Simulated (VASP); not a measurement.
# PbSe (Pm-3m) in VASP: further runs

The runs below take PbSe through single point, with PBEsol, LDA.

Everything below comes from runs of VASP 6.6.1. Logs are shortened: lines on timing, memory, paths and dates and some standing lists are left out, and cuts for length are marked.

## (1) The cell of the first run

Symmetry: Pm-3m, No. 221, cubic system. Conventional cell: a = 3.707 Å, b = 3.707 Å, c = 3.707 Å, α = 90.00°, β = 90.00°, γ = 90.00°. Within 4.2 Å of Pb (site symmetry m-3m) lie 8 Se at 3.21 Å and 6 Pb at 3.71 Å. Within 4.2 Å of Se (site symmetry m-3m) lie 8 Pb at 3.21 Å and 6 Se at 3.71 Å.

## (2) Single point, PBEsol

File INCAR:

```
PREC = Accurate
ENCUT = 520
EDIFF = 1E-7
ISMEAR = -1
SIGMA = 0.05
LREAL = F
LASPH = T
NELM = 80
ALGO = Normal
ISIF = 2
LWAVE = F
LCHARG = F
GGA = PS
NBANDS = 17
```

File KPOINTS:

```
regular mesh
0
Gamma
  7 7 7
```

File POSCAR:

```
PbSe
1.0
    3.7070692621      0.0000000000      0.0000000000
    0.0000000000      3.7070692621      0.0000000000
    0.0000000000      0.0000000000      3.7070692621
Pb Se
1 1
Direct
    0.0000000000      0.0000000000      0.0000000000
    0.5000000000      0.5000000000      0.5000000000
```

Potentials or basis: VASP PAW PBE potentials, release 64 (Pb_d, Se).

Run with:

```console
$ cat potpaw_PBE.64/Pb_d/POTCAR potpaw_PBE.64/Se/POTCAR > POTCAR
$ mpirun -np 1 vasp_std > vasp.out
```

OUTCAR:

```text
PREC = Accurate
   ENCUT = 520
   EDIFF = 1E-7
   ISMEAR = -1
   LREAL = F
   LASPH = T
   NELM = 80
   ISIF = 2
   GGA = PS

 ion  position               nearest neighbor table
   1  0.000  0.000  0.000-   2 3.21   2 3.21   2 3.21   2 3.21   2 3.21   2 3.21   2 3.21   2 3.21

   2  0.500  0.500  0.500-   1 3.21   1 3.21   1 3.21   1 3.21   1 3.21   1 3.21   1 3.21   1 3.21

  LATTYP: Found a simple cubic cell.
 ALAT       =     3.7070692621

  Lattice vectors:

 A1 = (   3.7070692621,   0.0000000000,   0.0000000000)
 A2 = (   0.0000000000,   3.7070692621,   0.0000000000)
 A3 = (   0.0000000000,   0.0000000000,   3.7070692621)

Analysis of symmetry for initial positions (statically):
=====================================================================
 Subroutine PRICEL returns:
 Original cell was already a primitive cell.

 Routine SETGRP: Setting up the symmetry group for a
 simple cubic supercell.

 Subroutine GETGRP returns: Found 48 space group operations
 (whereof 48 operations were pure point group operations)
 out of a pool of 48 trial point group operations.

The static configuration has the point symmetry O_h .

Analysis of symmetry for dynamics (positions and initial velocities):
=====================================================================
 Subroutine PRICEL returns:
 Original cell was already a primitive cell.

 Routine SETGRP: Setting up the symmetry group for a
 simple cubic supercell.

 Subroutine GETGRP returns: Found 48 space group operations
 (whereof 48 operations were pure point group operations)
 out of a pool of 48 trial point group operations.

The dynamic configuration has the point symmetry O_h .

 Subroutine INISYM returns: Found 48 space group operations
 (whereof 48 operations are pure point group operations),
 and found     1 'primitive' translations

----------------------------------------------------------------------------------------

                                     Primitive cell

  volume of cell :      50.9439

  direct lattice vectors                    reciprocal lattice vectors
     3.707069262  0.000000000  0.000000000     0.269754874  0.000000000  0.000000000
     0.000000000  3.707069262  0.000000000     0.000000000  0.269754874  0.000000000
     0.000000000  0.000000000  3.707069262     0.000000000  0.000000000  0.269754874

  length of vectors
     3.707069262  3.707069262  3.707069262     0.269754874  0.269754874  0.269754874

  position of ions in fractional coordinates (direct lattice)
     0.000000000  0.000000000  0.000000000
     0.500000000  0.500000000  0.500000000

  ion indices of the primitive-cell ions
   primitive index   ion index
                 1           1
                 2           2

----------------------------------------------------------------------------------------

 KPOINTS: regular mesh

Automatic generation of k-mesh.
 Grid dimensions read from file:
 generate k-points for:    7    7    7

 Generating k-lattice:

  Cartesian coordinates                     Fractional coordinates (reciprocal lattice)
     0.038536411  0.000000000  0.000000000     0.142857143  0.000000000  0.000000000
     0.000000000  0.038536411  0.000000000     0.000000000  0.142857143  0.000000000
     0.000000000  0.000000000  0.038536411     0.000000000  0.000000000  0.142857143

  Length of vectors
     0.038536411  0.038536411  0.038536411

  Shift w.r.t. Gamma in fractional coordinates (k-lattice)
     0.000000000  0.000000000  0.000000000

 Subroutine IBZKPT returns following result:
 ===========================================

 Found     20 irreducible k-points:

 Following reciprocal coordinates:
            Coordinates               Weight
  0.000000  0.000000  0.000000      1.000000
  0.142857  0.000000  0.000000      6.000000
  0.285714  0.000000  0.000000      6.000000
  0.428571  0.000000  0.000000      6.000000
  0.142857  0.142857  0.000000     12.000000
  0.285714  0.142857  0.000000     24.000000
[... 12 lines left out ...]
  0.428571  0.428571  0.285714     24.000000
  0.428571  0.428571  0.428571      8.000000
   k-points           NKPTS =     20   k-points in BZ     NKDIM =     20   number of bands    NBANDS=     17
   number of dos      NEDOS =    301   number of ions     NIONS =      2
   total plane-waves  NPLWV =  21952
   dimension x,y,z NGX =    28 NGY =   28 NGZ =   28
   dimension x,y,z NGXF=    56 NGYF=   56 NGZF=   56
   ions per type =               1   1
   NGX,Y,Z   is equivalent  to a cutoff of  12.56, 12.56, 12.56 a.u.
   NGXF,Y,Z  is equivalent  to a cutoff of  25.11, 25.11, 25.11 a.u.
 SYSTEM =  unknown system
   PREC   = accura    normal or accurate (medium, high low for compatibility)
   ISTART =      0    job   : 0-new  1-cont  2-samecut
   ICHARG =      2    charge: 1-file 2-atom 10-const
   ISPIN  =      1    spin polarized calculation?
   LNONCOLLINEAR =      F non collinear calculations
   LSORBIT =      F    spin-orbit coupling
   LASPH  =      T    aspherical Exc in radial PAW
   ENCUT  =  520.0 eV  38.22 Ry    6.18 a.u.   6.89  6.89  6.89*2*pi/ulx,y,z
   NELM   =     80;   NELMIN=  2; NELMDL= -5     # of ELM steps
   EDIFF  = 0.1E-06   stopping-criterion for ELM
   LREAL  =      F    real-space projection
   EDIFFG = 0.1E-05   stopping-criterion for IOM
   NSW    =      0    number of steps for IOM
   IBRION =     -1    ionic relax: 0-MD 1-quasi-New 2-CG
   NFREE  =      0    steps in history (QN), initial steepest desc. (CG)
   ISIF   =      2    stress and relaxation
   ISYM   =      2    0-nonsym 1-usesym 2-fastsym
   POTIM  = 0.5000    time-step for ionic-motion
   TEBEG  =    0.0;   TEEND  =   0.0 temperature during run
   PSTRESS=    0.0 pullay stress
   NELECT =      20.0000    total number of electrons
   NUPDOWN=      -1.0000    fix difference up-down
   EMIN   =  10.00;   EMAX   =-10.00  energy-range for DOS
   EFERMI =   0.00;   METHOD = LEGACY
   ISMEAR =    -1;   SIGMA  =   0.05  broadening in eV -4-tet -1-fermi 0-gaus
   EFERMI_NEDOS =   21; number of points for ismear=-14 and -15
   IALGO  =     38    algorithm
   IMIX   =      4    mixing-type and parameters
     AMIX     =   0.40;   BMIX     =  1.00
     AMIX_MAG =   1.60;   BMIX_MAG =  1.00
  volume/ion in A,a.u.               =      25.47       171.89
  Fermi-wavevector in a.u.,A,eV,Ry     =   1.198728  2.265268 19.550889  1.436950
  Thomas-Fermi vector in A             =   2.334610
   LORBIT       =      0    0 simple, 1 ext, 2 COOP (PROOUT), +10 PAW based schemes
   GGA     = PS    functional components
   LHFCALC =     F    Hartree Fock is set to
   AEXX    =    0.0000 exact exchange contribution
   IVDW    =     0    specifies the selected vdW correction
   LEPSILON=     F    determine dielectric tensor
   LRPA    =     F    only Hartree local field effects (RPA)
 non-spin polarized calculation
  energy-cutoff  :      520.00
  volume of cell :       50.94
 maximum number of plane-waves:      1386
 NGX is ok and might be reduce to    28
   NGX = 13   NGY = 13   NGZ = 13

 number of electron      19.9999999 magnetization

 Free energy of the ion-electron system (eV)
  ---------------------------------------------------
  ext. energy  EPLUGINS =         0.00000000
  ---------------------------------------------------
  free energy    TOTEN  =        -8.51207873 eV

  energy without entropy =       -8.50271054  energy(sigma->0) =       -8.50739464

 E-fermi :   5.8599     XC(G=0): -10.4146

 val. band max:        5.8163912526   @ k =   0.2857   0.1429   0.1429
 cond. band min:       5.8846603971   @ k =   0.1429   0.1429   0.1429
 fundamental gap:      0.0682691445
 Fermi energy:         5.8599328151

 k-point     1 :       0.0000    0.0000    0.0000
  band No.  band energies     occupation
      1     -10.9863      2.00000
      2     -10.9863      2.00000
      3     -10.8038      2.00000
      4     -10.8038      2.00000
      5     -10.8038      2.00000
      6      -7.7733      2.00000
[... 9 lines left out ...]
     16      17.8997      0.00000
     17      18.9370      0.00000

 k-point     2 :       0.1429    0.0000    0.0000
  band No.  band energies     occupation
      1     -10.9846      2.00000
      2     -10.9594      2.00000
      3     -10.8142      2.00000
      4     -10.8142      2.00000
      5     -10.8029      2.00000
      6      -7.6078      2.00000
[... 9 lines left out ...]
     16      17.8651      0.00000
     17      18.2594      0.00000

 k-point     3 :       0.2857    0.0000    0.0000
  band No.  band energies     occupation
      1     -10.9807      2.00000
      2     -10.8994      2.00000
      3     -10.8374      2.00000
      4     -10.8374      2.00000
      5     -10.8008      2.00000
      6      -7.1576      2.00000
[... 9 lines left out ...]
     16      15.8953      0.00000
     17      18.5051      0.00000

 k-point     4 :       0.4286    0.0000    0.0000
  band No.  band energies     occupation
      1     -10.9776      2.00000
      2     -10.8559      2.00000
      3     -10.8559      2.00000
      4     -10.8517      2.00000
      5     -10.7991      2.00000
      6      -6.6532      2.00000
[... 9 lines left out ...]
     16      18.2023      0.00000
     17      19.0154      0.00000

 k-point     5 :       0.1429    0.1429    0.0000
  band No.  band energies     occupation
      1     -10.9705      2.00000
      2     -10.9444      2.00000
      3     -10.8275      2.00000
      4     -10.8141      2.00000
      5     -10.8120      2.00000
      6      -7.4435      2.00000
[... 9 lines left out ...]
     16      16.6502      0.00000
     17      17.1747      0.00000

 k-point     6 :       0.2857    0.1429    0.0000
  band No.  band energies     occupation
      1     -10.9623      2.00000
      2     -10.8879      2.00000
      3     -10.8568      2.00000
      4     -10.8358      2.00000
      5     -10.8104      2.00000
      6      -7.0015      2.00000
[... 9 lines left out ...]
     16      16.1516      0.00000
     17      16.8715      0.00000

 k-point     7 :       0.4286    0.1429    0.0000
  band No.  band energies     occupation
      1     -10.9586      2.00000
      2     -10.8798      2.00000
      3     -10.8539      2.00000
      4     -10.8399      2.00000
      5     -10.8083      2.00000
      6      -6.5172      2.00000
[... 9 lines left out ...]
     16      17.3445      0.00000
     17      17.6912      0.00000

 k-point     8 :       0.2857    0.2857    0.0000
  band No.  band energies     occupation
      1     -10.9372      2.00000
      2     -10.8989      2.00000
      3     -10.8459      2.00000
      4     -10.8337      2.00000
      5     -10.8304      2.00000
      6      -6.5957      2.00000
[... 9 lines left out ...]
     16      15.8286      0.00000
     17      16.3901      0.00000
[... 123 lines left out ...]
      1     -10.9254      2.00000
      2     -10.8986      2.00000
      3     -10.8654      2.00000
      4     -10.8418      2.00000
      5     -10.7997      2.00000
      6      -6.0919      2.00000
[... 9 lines left out ...]
     16      15.7948      0.00000
     17      18.1328      0.00000

 k-point    16 :       0.4286    0.4286    0.1429
  band No.  band energies     occupation
      1     -10.9607      2.00000
      2     -10.8817      2.00000
      3     -10.8604      2.00000
      4     -10.8594      2.00000
      5     -10.7614      2.00000
      6      -5.8155      2.00000
[... 9 lines left out ...]
     16      16.3920      0.00000
     17      17.8879      0.00000

 k-point    17 :       0.2857    0.2857    0.2857
  band No.  band energies     occupation
      1     -10.8975      2.00000
      2     -10.8723      2.00000
      3     -10.8723      2.00000
      4     -10.8414      2.00000
      5     -10.8414      2.00000
      6      -6.1651      2.00000
[... 9 lines left out ...]
     16      15.9303      0.00000
     17      19.6184      0.00000

 k-point    18 :       0.4286    0.2857    0.2857
  band No.  band energies     occupation
      1     -10.9189      2.00000
      2     -10.8943      2.00000
      3     -10.8698      2.00000
      4     -10.8398      2.00000
      5     -10.7891      2.00000
      6      -5.8761      2.00000
[... 9 lines left out ...]
     16      17.0393      0.00000
     17      20.0700      0.00000

 k-point    19 :       0.4286    0.4286    0.2857
  band No.  band energies     occupation
      1     -10.9382      2.00000
      2     -10.8930      2.00000
      3     -10.8910      2.00000
      4     -10.8135      2.00000
      5     -10.7599      2.00000
      6      -5.6851      2.00000
[... 9 lines left out ...]
     16      18.2370      0.00000
     17      20.7892      0.00000

 k-point    20 :       0.4286    0.4286    0.4286
  band No.  band energies     occupation
      1     -10.9229      2.00000
      2     -10.9160      2.00000
      3     -10.9160      2.00000
      4     -10.7587      2.00000
      5     -10.7587      2.00000
      6      -5.5720      2.00000
[... 9 lines left out ...]
     16      19.3462      0.00000
     17      23.1813      0.00000

------------------------ aborting loop because EDIFF is reached ----------------------------------------

  FORCE on cell =-STRESS in cart. coord.  units (eV):
  Direction    XX          YY          ZZ          XY          YZ          ZX
  --------------------------------------------------------------------------------------
  -------------------------------------------------------------------------------------
  Total       -0.0515448     -0.0515448     -0.0515448     -0.0000000     -0.0000000      0.0000000
  in kB       -1.6210765     -1.6210765     -1.6210765     -0.0000000     -0.0000000      0.0000000
  external PRESSURE =      -1.6210765 kB  Pullay stress =       0.0000000 kB

 VOLUME and BASIS-vectors are now :
 -----------------------------------------------------------------------------
  energy-cutoff  :      520.00
  volume of cell :       50.94
      direct lattice vectors                 reciprocal lattice vectors
     3.707069262  0.000000000  0.000000000     0.269754874  0.000000000  0.000000000
     0.000000000  3.707069262  0.000000000     0.000000000  0.269754874  0.000000000
     0.000000000  0.000000000  3.707069262     0.000000000  0.000000000  0.269754874

 POSITION                                       TOTAL-FORCE (eV/Angst)
 -----------------------------------------------------------------------------------
      0.00000      0.00000      0.00000         0.000000      0.000000      0.000000
      1.85353      1.85353      1.85353         0.000000      0.000000      0.000000
 -----------------------------------------------------------------------------------
    total drift:                               -0.000000      0.000000     -0.000000

  FREE ENERGIE OF THE ION-ELECTRON SYSTEM (eV)
  ---------------------------------------------------
  free  energy   TOTEN  =        -8.5120787350 eV

  energy  without entropy=       -8.5027105411  energy(sigma->0) =       -8.50739464
```

Run time: 13 s. Hardware: 1 thread of Intel Xeon Platinum 8259CL at 2.50GHz (Skylake/Cascade Lake), shared host; peak memory 0.16 GiB.

Results:

* Free energy: -8.5121 eV
* Pressure: -0.2 GPa
* Band gap on the k mesh: zero (band 10 reaches 5.88 eV, above the bottom of band 11 at 5.52 eV)

Levels at points of the mesh, in eV from the Fermi level:
```
           k point  band 6  band 7  band 8  band 9  band 10  band 11  band 12  band 13  band 14  band 15
(0.00, 0.00, 0.00)  -13.63   -6.93   -1.65   -1.65    -1.65     4.98     4.98     6.49     6.49     6.49
```

Caveat: the PAW data sets were made with another functional, which shifts forces and pressure a little; spin-orbit coupling is left out, which moves the levels of the heavy elements.

## (3) Single point, PBEsol

This run uses another cell than the first one, of 26.01 Å³/atom, 1.021 times its volume.

INCAR is that of step 2.

KPOINTS is that of step 2.

File POSCAR:

```
PbSe
1.0
    3.7331762438      0.0000000000      0.0000000000
    0.0000000000      3.7331762438      0.0000000000
    0.0000000000      0.0000000000      3.7331762438
Pb Se
1 1
Direct
    0.0000000000      0.0000000000      0.0000000000
    0.5000000000      0.5000000000      0.5000000000
```

Potentials or basis: VASP PAW PBE potentials, release 64 (Pb_d, Se).

Run with:

```console
$ cat potpaw_PBE.64/Pb_d/POTCAR potpaw_PBE.64/Se/POTCAR > POTCAR
$ mpirun -np 1 vasp_std > vasp.out
```

OUTCAR:

```text
PREC = Accurate
   ENCUT = 520
   EDIFF = 1E-7
   ISMEAR = -1
   LREAL = F
   LASPH = T
   NELM = 80
   ISIF = 2
   GGA = PS

 ion  position               nearest neighbor table
   1  0.000  0.000  0.000-   2 3.23   2 3.23   2 3.23   2 3.23   2 3.23   2 3.23   2 3.23   2 3.23

   2  0.500  0.500  0.500-   1 3.23   1 3.23   1 3.23   1 3.23   1 3.23   1 3.23   1 3.23   1 3.23

  LATTYP: Found a simple cubic cell.
 ALAT       =     3.7331762438

[... 580 lines left out ...]
     17      22.7082      0.00000

------------------------ aborting loop because EDIFF is reached ----------------------------------------

  FORCE on cell =-STRESS in cart. coord.  units (eV):
  Direction    XX          YY          ZZ          XY          YZ          ZX
  --------------------------------------------------------------------------------------
  -------------------------------------------------------------------------------------
  Total       -0.4294498     -0.4294498     -0.4294498     -0.0000000     -0.0000000      0.0000000
  in kB      -13.2247522    -13.2247522    -13.2247522     -0.0000000     -0.0000000      0.0000000
  external PRESSURE =     -13.2247522 kB  Pullay stress =       0.0000000 kB

 VOLUME and BASIS-vectors are now :
 -----------------------------------------------------------------------------
  energy-cutoff  :      520.00
  volume of cell :       52.03
      direct lattice vectors                 reciprocal lattice vectors
     3.733176244  0.000000000  0.000000000     0.267868414  0.000000000  0.000000000
     0.000000000  3.733176244  0.000000000     0.000000000  0.267868414  0.000000000
     0.000000000  0.000000000  3.733176244     0.000000000  0.000000000  0.267868414

 POSITION                                       TOTAL-FORCE (eV/Angst)
 -----------------------------------------------------------------------------------
      0.00000      0.00000      0.00000         0.000000      0.000000      0.000000
      1.86659      1.86659      1.86659         0.000000      0.000000      0.000000
 -----------------------------------------------------------------------------------
    total drift:                               -0.000000      0.000000     -0.000000

  FREE ENERGIE OF THE ION-ELECTRON SYSTEM (eV)
  ---------------------------------------------------
  free  energy   TOTEN  =        -8.5073753914 eV

  energy  without entropy=       -8.4976179906  energy(sigma->0) =       -8.50249669
```

stdout:

```text
POSCAR found type information on POSCAR PbSe
 POSCAR found :  2 types and       2 ions
 scaLAPACK will be used
 -----------------------------------------------------------------------------
|                                                                             |
|                                                                             |
|     You enforced a specific xc type in the INCAR file but a different       |
|     I HOPE YOU KNOW WHAT YOU ARE DOING!                                     |
|                                                                             |
 -----------------------------------------------------------------------------

 LDA part: xc-table for (Slater+PW92), standard interpolation
 POSCAR, INCAR and KPOINTS ok, starting setup
 FFT: planning ... GRIDC
 FFT: planning ... GRID_SOFT
 FFT: planning ... GRID
 WAVECAR not read
 entering main loop
```

Wall time 14 s (1 thread of Intel Xeon Platinum 8259CL at 2.50GHz (Skylake/Cascade Lake), shared host); peak memory 0.16 GiB.

Results:

| Property | Result |
| --- | --- |
| Free energy | -8.5074 eV |
| Pressure | -1.3 GPa |
| Band gap on the k mesh | zero (band 10 reaches 5.63 eV, above the bottom of band 11 at 5.33 eV) |

Caveat: the PAW data sets were made with another functional, which shifts forces and pressure a little; spin-orbit coupling is left out, which moves the levels of the heavy elements.

(Continued in part 2 of 2.)
